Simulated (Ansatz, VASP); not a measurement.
# Two plane-wave programs on Fe

INCAR

```
SYSTEM = Fe
PREC = Accurate
ENCUT = 690
EDIFF = 1E-6
ISMEAR = -1
SIGMA = 0.15
LREAL = .FALSE.
LASPH = .TRUE.
NELM = 200
ALGO = Normal
ISIF = 2
LWAVE = .FALSE.
LCHARG = .TRUE.
ISPIN = 2
MAGMOM = 2.4
LORBIT = 11
LMAXMIX = 4
GGA = PE
IVDW = 13
LELF = .TRUE.
LVHAR = .TRUE.
NBANDS = 18
GGA_COMPAT = .FALSE.
```

File KPOINTS:

```
Automatic mesh
0
G
  11 11 11
  0 0 0
```

POSCAR

```
Fe
1.0
    0.0000000000      1.7150000000      1.7150000000
    1.7150000000      0.0000000000      1.7150000000
    1.7150000000      1.7150000000      0.0000000000
Fe
1
Direct
    0.0000000000      0.0000000000      0.0000000000
```

Input for Ansatz:

```yaml
crystal:
  lattice:
    - [0.0, 1.715, 1.715]
    - [1.715, 0.0, 1.715]
    - [1.715, 1.715, 0.0]
  atoms:
    - { symbol: Fe, position: [0.0, 0.0, 0.0], spin: 2.4 }
basis:
  ecutwfc: 520.0
kpoints:
  mp_grid:
    grid: [11, 11, 11]
hamiltonian:
  xc: pbe
  dispersion: d4
magnetization:
  spin_polarized: true
scf:
  occupations:
    method: fermi_dirac
    width: 0.15
output:
  stress: true
```

Alike in both runs: task single point; functional PBE; dispersion D4; k mesh 11 × 11 × 11; occupations fermi-dirac, width 0.15 eV; collinear spin.

```csv
,VASP,Ansatz
version,VASP 6.6.1,Ansatz 0.2.0
potentials or method,"VASP PAW PBE potentials, release 64 (Fe_sv), cutoff 690 eV","plane waves, PAW"
valence electrons in the cell,16,16
```

```csv
,VASP,Ansatz,Ansatz less VASP
pressure (GPa),1.2,2.7,+1.56
net moment per atom (μB),0.56,0.53,-0.029
size of the moment on the site where the two differ most (μB),0.55,0.53,-0.019
```

Site moments also hang on the region over which each program counts them.
